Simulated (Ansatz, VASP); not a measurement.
**HfO2 in VASP and in Ansatz**

The input INCAR:

```
ALGO = Normal ; EDIFF = 1E-6
ENCUT = 520 ; GGA = PS
ISIF = 2 ; ISMEAR = 0
LASPH = T ; LCHARG = T
LELF = T ; LREAL = F
LVHAR = T ; LWAVE = F
NBANDS = 31 ; NELM = 100
PREC = Accurate ; SIGMA = 0.05
```

KPOINTS

```
k-points
0
Gamma
  6 6 8
```

Contents of POSCAR:

```
HfO2
1.0
    4.8307835077      0.0000000000      0.0000000000
    0.0000000000      4.8307835077      0.0000000000
    0.0000000000      0.0000000000      3.2101828971
Hf O
2 4
Direct
    0.0000000000      0.0000000000     -0.0309951187
    0.5000000000      0.5000000000      0.5309951187
    0.1761297406      0.7861640144      0.4882965444
    0.3238702594      0.2861640144      0.0117034556
    0.6761297406      0.7138359856      0.0117034556
    0.8238702594      0.2138359856      0.4882965444
```

Input for Ansatz:

```yaml
crystal:
  lattice:
    - [4.8307835077, 0.0, 0.0]
    - [0.0, 4.8307835077, 0.0]
    - [0.0, 0.0, 3.2101828971]
  atoms:
    - { symbol: Hf, position: [0.0, 0.0, -0.0309951187] }
    - { symbol: Hf, position: [0.5, 0.5, 0.5309951187] }
    - { symbol: O, position: [0.1761297406, 0.7861640144, 0.4882965444] }
    - { symbol: O, position: [0.3238702594, 0.2861640144, 0.0117034556] }
    - { symbol: O, position: [0.6761297406, 0.7138359856, 0.0117034556] }
    - { symbol: O, position: [0.8238702594, 0.2138359856, 0.4882965444] }
basis:
  ecutwfc: 520.0
kpoints:
  mp_grid: { grid: [6, 6, 8] }
hamiltonian:
  xc: pbesol
  pseudopotentials: { kind: paw, azcp: { folder: soft_1 } }
scf:
  occupations: { method: gaussian, width: 0.05 }
output:
  forces: true
  stress: true
  eigenvalues: true
```

Change from the starting cell: mode 4 frozen in at -0.100 Å and mode 5 at -0.129 Å (largest displacements).

Alike in both runs: task single point; functional PBEsol; k mesh 6 × 6 × 8; occupations gaussian, width 0.05 eV; no spin polarisation.

|  | VASP | Ansatz |
| --- | --- | --- |
| version | VASP 6.6.1 | Ansatz 0.2.0 |
| potentials or method | VASP PAW PBE potentials, release 64 (Hf_pv, O), cutoff 520 eV | scalar-relativistic, plane waves, PAW |
| valence electrons in the cell | 44 | 76 |

Ansatz gave:

```
gap on the k mesh at the Fermi level (eV)                     : 3.97
least direct gap on the mesh (eV)                             : 3.97
pressure (GPa)                                                : -0.9
traceless stress, the component that is largest in VASP (GPa) : -0.88
rms of the force components (eV/Å)                            : 0.198
```

Task: Estimate VASP's values.

Result: gap on the k mesh at the Fermi level (eV): 3.92; least direct gap on the mesh (eV): 3.92; pressure (GPa): -3.6; traceless stress, the component that is largest in VASP (GPa): -0.71; rms of the force components (eV/Å): 0.206.

VASP's potentials were made for PBE, not for PBEsol, and Ansatz warns of the same on its side. Atom by atom the forces differ by 0.027 eV/Å (rms over components). With one functional, cell and mesh, what is left measures potentials, basis and numerics. VASP's potentials hold 44 valence electrons a cell and Ansatz's 76, so a difference there can come from the potentials and not from the codes.

Spin-orbit coupling is off throughout.
